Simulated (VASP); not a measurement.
Al, 1 atom in the cell. Symmetry: Fm-3m, No. 225, cubic system. The conventional cell has a = 4.075 Å, b = 4.075 Å, c = 4.075 Å, α = 90.00°, β = 90.00°, γ = 90.00°. Al (site symmetry m-3m) has 12 Al at 2.88 Å within 3.8 Å.  This cell differs from its parent crystal: volume scaled by 1.02.

| Quantity | Value |
| --- | --- |
| Program | VASP 6.6.1 |
| Task | single point |
| Functional | PBE |
| Potentials or basis | VASP PAW PBE potentials, release 64 (Al) |
| Cutoff | 520 eV |
| k mesh | 14 × 14 × 14 |
| Occupations | fermi-dirac, width 0.05 eV |
| Spin | no spin polarisation |
| Dipole correction | no |
| Further INCAR settings | ALGO = Normal; EDIFF = 1e-07; NBANDS = 8 |

Potentials or basis: VASP PAW PBE potentials, release 64 (Al).

Command:

```sh
$ cat potpaw_PBE.64/Al/POTCAR > POTCAR
$ mpirun -np 1 vasp_std > vasp.out
```

Hardware: 1 thread of Intel(R) Xeon(R) Platinum 8488C (Sapphire Rapids), with other jobs on the host.

Estimate the wall time of this run.

Wall time 7.4 s on 1 thread of Intel(R) Xeon(R) Platinum 8488C (Sapphire Rapids) (shared host), peak memory 0.14 GiB. Counts: scf iterations 11, k points 104.
